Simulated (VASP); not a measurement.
Write the native input for VASP 6.6.1 that does the following.

```yaml
Task: single point
Functional: PBE
Potentials_or_basis: VASP PAW PBE potentials, release 64 (Ca_sv, Au)
Cutoff: 520 eV
k_mesh: 4 × 4 × 4
Occupations: gaussian, width 0.1 eV
Spin: no spin polarisation
Dipole_correction: no
Further_INCAR_settings: ALGO = Normal; EDIFF = 1e-06; NBANDS = 34
```

The structure of Ca4Au lies in POSCAR:

```
Ca4Au
1.0
    4.8493810800      0.0000000000      0.0000000000
    0.0000000000      4.8493810800      0.0000000000
    0.0000000000      0.0000000000      4.8493810800
Ca Au
4 1
Direct
    0.5000000000      0.0000000000      0.0000000000
    0.0000000000      0.5000000000      0.0000000000
    0.0000000000      0.0000000000      0.5000000000
    0.5000000000      0.5000000000      0.5000000000
    0.0000000000      0.0000000000      0.0000000000
```

The cell was built from a structure type or drawn by symmetry, and may not be a known phase.

The input as run:

INCAR

```
  PREC = Accurate
  ENCUT = 520
  EDIFF = 1E-6
  ISMEAR = 0
  SIGMA = 0.1
  LREAL = F
  LASPH = T
  NELM = 80
  ALGO = Normal
  ISIF = 2
  LWAVE = F
  LCHARG = F
  GGA = PE
  NBANDS = 34
```

KPOINTS

```
regular mesh
0
Gamma
  4 4 4
```

Potentials or basis: VASP PAW PBE potentials, release 64 (Ca_sv, Au).

Run with:

```bash
$ cat potpaw_PBE.64/Ca_sv/POTCAR potpaw_PBE.64/Au/POTCAR > POTCAR
$ mpirun -np 1 vasp_std > vasp.out
```

Results of the run:

| Property | Result |
| --- | --- |
| Pressure | 37.8 GPa |
| Band gap on the k mesh | zero (an odd number of electrons rules out a gap without spin polarisation) |

Caveat: the cell stands under pressure; spin-orbit coupling is left out, which moves the levels of the heavy elements.

It took 15 s on 1 thread of Intel(R) Xeon(R) 6975P-C (Granite Rapids), with other jobs on the host, peak memory 0.21 GiB.
